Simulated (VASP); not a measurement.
# KCdF3: single point with LDA

KCdF3:

```xyz
5
Lattice="4.3383 0.0000 0.0000 0.0000 4.3383 0.0000 0.0000 0.0000 4.3821" Properties=species:S:1:pos:R:3 pbc="T T T"
K     0.0000    0.0000    0.0000
Cd    2.1691    2.1691    2.1910
F     0.0000    2.1691    2.1910
F     2.1691    0.0000    2.1910
F     2.1691    2.1691    0.0000
```

This cell differs from its parent crystal: strain -0.0100 x Voigt [1, 1, 0, 0, 0, 0].

```
Program             : VASP 6.6.1
Task                : single point
Functional          : LDA
Potentials or basis : VASP PAW LDA potentials, release 64 (K_sv, Cd, F)
Cutoff              : 520 eV
k mesh              : 6 × 6 × 6
Occupations         : gaussian, width 0.05 eV
Spin                : no spin polarisation
```

* Pressure: -1.6 GPa
* Band gap on the k mesh: 2.77 eV (least direct gap 4.71 eV)

Stress tensor (GPa, compression positive):
```
-1.26  0.00  0.00
 0.00 -1.26  0.00
 0.00  0.00 -2.23
```

Levels at points of the mesh, in eV from the valence-band top:
```tsv
k point	band 18	band 19	band 20	band 21	band 22	band 23	band 24	band 25
(0.00, 0.00, 0.00)	-2.02	-1.95	-1.94	-1.94	2.77	7.85	7.88	8.33
(0.50, 0.00, 0.00)	-2.00	-1.83	-1.79	-1.78	5.44	6.61	8.65	9.69
(0.50, 0.50, 0.00)	-1.85	-1.85	-1.60	0.00	6.81	8.38	8.38	8.57
(0.00, 0.00, 0.50)	-2.04	-1.83	-1.76	-1.76	5.37	6.57	8.60	9.75
(0.50, 0.00, 0.50)	-1.84	-1.82	-1.59	-0.05	6.77	8.33	8.36	8.54
(0.50, 0.50, 0.50)	-1.58	-1.58	-0.07	0.00	7.38	7.40	7.40	8.75
```

Wall time 110 s on 1 thread of Intel Xeon 8259CL, with other jobs on the host, peak memory 0.22 GiB.

Caveat: the cell differs from its parent crystal (strain -0.0100 x Voigt [1, 1, 0, 0, 0, 0]). A k mesh can miss the band edges.
